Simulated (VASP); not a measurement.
Set up this calculation in VASP 6.6.1, as the native input.

```yaml
Task: electric field gradients
Functional: PBE
Potentials_or_basis: VASP PAW PBE potentials, release 64 (Hf_pv, N)
Cutoff: 520 eV
k_mesh: 16 × 16 × 16
Occupations: fermi-dirac, width 0.05 eV
Spin: no spin polarisation
Dipole_correction: no
Further_INCAR_settings: ALGO = Normal; EDIFF = 1e-08; NBANDS = 14
```

The structure of HfN lies in POSCAR:

```
HfN
1.0
    0.0000000000      2.2407196673      2.2407196673
    2.2407196673      0.0000000000      2.2407196673
    2.2407196673      2.2407196673      0.0000000000
Hf N
1 1
Direct
    0.0000000000      0.0000000000      0.0000000000
    0.5000000000      0.5000000000      0.5000000000
```

This cell differs from its parent crystal: volume scaled by 0.98.

The input as run:

INCAR

```
PREC = Accurate
ENCUT = 520
EDIFF = 1E-8
ISMEAR = -1
SIGMA = 0.05
LREAL = F
LASPH = T
NELM = 100
ALGO = Normal
ISIF = 2
LWAVE = F
LCHARG = F
GGA = PE
LEFG = T
NBANDS = 14
```

KPOINTS

```
regular mesh
0
Gamma
  16 16 16
```

Potentials or basis: VASP PAW PBE potentials, release 64 (Hf_pv, N).

Command:

```sh
$ cat potpaw_PBE.64/Hf_pv/POTCAR potpaw_PBE.64/N/POTCAR > POTCAR
$ mpirun -np 1 vasp_std > vasp.out
```

It gave:

```json
{
  "Pressure": "10.3 GPa"
}
```

Caveat: without QUAD_EFG the Cq values of the log hold for a quadrupole moment of 1 mb, not for the nuclei.

It took 16 s on 1 thread of Intel(R) Xeon(R) 6975P-C (Granite Rapids) (shared host), peak memory 0.17 GiB.
